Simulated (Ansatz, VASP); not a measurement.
CeO2: VASP beside Ansatz

The input POSCAR:

```
CeO2
1.0
    0.0000000000      2.7455686928      2.7455686928
    2.7455686928      0.0000000000      2.7455686928
    2.7455686928      2.7455686928      0.0000000000
Ce O
1 2
Direct
    0.0000000000      0.0000000000      0.0000000000
    0.2500000000      0.2500000000      0.2500000000
    0.7500000000      0.7500000000      0.7500000000
```

File INCAR.step1:

```
PREC = Accurate ; ENCUT = 520
ISMEAR = 0 ; SIGMA = 0.01
LREAL = F ; LASPH = T
NELM = 60 ; NBANDS = 19
GGA = PE ; ALGO = Normal
EDIFF = 1E-4 ; LWAVE = T
LCHARG = F
```

File INCAR.step2:

```
PREC = Accurate ; ENCUT = 520
EDIFF = 1E-6 ; ISMEAR = 0
SIGMA = 0.01 ; LREAL = F
LASPH = T ; NELM = 60
ALGO = Normal ; ISIF = 2
LWAVE = F ; LCHARG = T
METAGGA = R2SCAN ; LMIXTAU = T
LELF = T ; LVHAR = T
NBANDS = 19 ; ISTART = 1
```

KPOINTS

```
regular mesh
0
Gamma
  6 6 6
```

Input for Ansatz:

```yaml
crystal:
  lattice:
    - [0.0, 2.7455686928, 2.7455686928]
    - [2.7455686928, 0.0, 2.7455686928]
    - [2.7455686928, 2.7455686928, 0.0]
  atoms:
    - { symbol: Ce, position: [0.0, 0.0, 0.0] }
    - { symbol: O, position: [0.25, 0.25, 0.25] }
    - { symbol: O, position: [0.75, 0.75, 0.75] }
kpoints:
  mp_grid: { grid: [6, 6, 6] }
hamiltonian:
  xc: r2scan
scf:
  occupations: { method: fixed }
  n_extra_bands: 4
output:
  forces: true
  stress: true
  eigenvalues: true
```

Alike in both runs: task single point; functional r2SCAN; k mesh 6 × 6 × 6; no spin polarisation.

|  | VASP | Ansatz |
| --- | --- | --- |
| version | VASP 6.6.1 | Ansatz 0.2.0 |
| potentials or method | VASP PAW PBE potentials, release 64 (Ce, O) | plane waves, PAW |
| plane-wave cutoff (eV) | 520 | 500 |
| occupations | gaussian, width 0.01 eV | fixed |
| valence electrons in the cell | 24 | 24 |

|  | VASP | Ansatz | Ansatz less VASP |
| --- | --- | --- | --- |
| gap on the k mesh at the Fermi level (eV) | 2.17 | 2.22 | +0.040 |
| pressure (GPa) | -5.5 | -5.3 | +0.22 |

VASP's potentials were made for PBE, not for r2SCAN. Ansatz's warnings: metallic iterate.

Spin-orbit coupling is off throughout.
